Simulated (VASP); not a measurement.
# As: single point with PBE

As:

```
As
1.0
     0.00000    3.17579    3.17579
     3.17579    0.00000    3.17579
     3.17579    3.17579    0.00000
As
2
Direct
  0.12500 0.12500 0.12500
  0.87500 0.87500 0.87500
```

This cell differs from its parent crystal: volume scaled by 1.12.

```yaml
Program: VASP 6.6.1
Task: single point
Functional: PBE
Potentials_or_basis: VASP PAW PBE potentials, release 64 (As)
Cutoff: 520 eV
k_mesh: 10 × 10 × 10
Occupations: fermi-dirac, width 0.1 eV
Spin: no spin polarisation
```

- Pressure: -4.3 GPa
- Band gap on the k mesh: zero (band 5 reaches 2.62 eV, above the bottom of band 6 at 1.53 eV)

Levels at points of the mesh, in eV from the Fermi level:
```
           k point  band 2  band 3  band 4  band 5  band 6  band 7  band 8  band 9
(0.00, 0.00, 0.00)   -6.57   -1.81   -1.81   -1.81    0.74    0.74    0.74    4.81
(0.50, 0.00, 0.00)   -9.19   -2.62   -2.62   -2.51    1.87    1.87    4.11    6.98
(0.50, 0.50, 0.00)  -10.54   -3.53   -3.53   -0.45   -0.45    4.41    4.41    7.06
```

It took 65 s on 1 thread of AMD EPYC 7R13, on a shared host, peak memory 0.18 GiB.
